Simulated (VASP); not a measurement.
Input of a VASP 6.6.1 run:

The input INCAR:

```
  PREC = Accurate
  ENCUT = 520
  EDIFF = 1E-7
  ISMEAR = -1
  SIGMA = 0.1
  LREAL = False
  LASPH = True
  NELM = 60
  ALGO = Normal
  ISIF = 2
  LWAVE = False
  LCHARG = False
  GGA = PS
  NBANDS = 20
```

The input KPOINTS:

```
regular mesh
0
Gamma
  10 10 10
```

File POSCAR:

```
Tl
1.0
    0.0000000000      3.3805871827      3.3805871827
    3.3805871827      0.0000000000      3.3805871827
    3.3805871827      3.3805871827      0.0000000000
Tl
2
Direct
   -0.1250000000     -0.1250000000     -0.1250000000
    0.1250000000      0.1250000000      0.1250000000
```

Potentials or basis: VASP PAW PBE potentials, release 64 (Tl_d).

Launch:

```sh
$ cat potpaw_PBE.64/Tl_d/POTCAR > POTCAR
$ mpirun -np 1 vasp_std > vasp.out
```

Question: Predict the pressure.

Answer: 1.1 GPa.

Question: Predict the band gap on the k mesh.

Answer: Zero (bands 13 and 14 overlap by 3.61 eV).

Caveat: the PAW data sets were made with another functional, which shifts forces and pressure a little; spin-orbit coupling is left out, which moves the levels of the heavy elements.
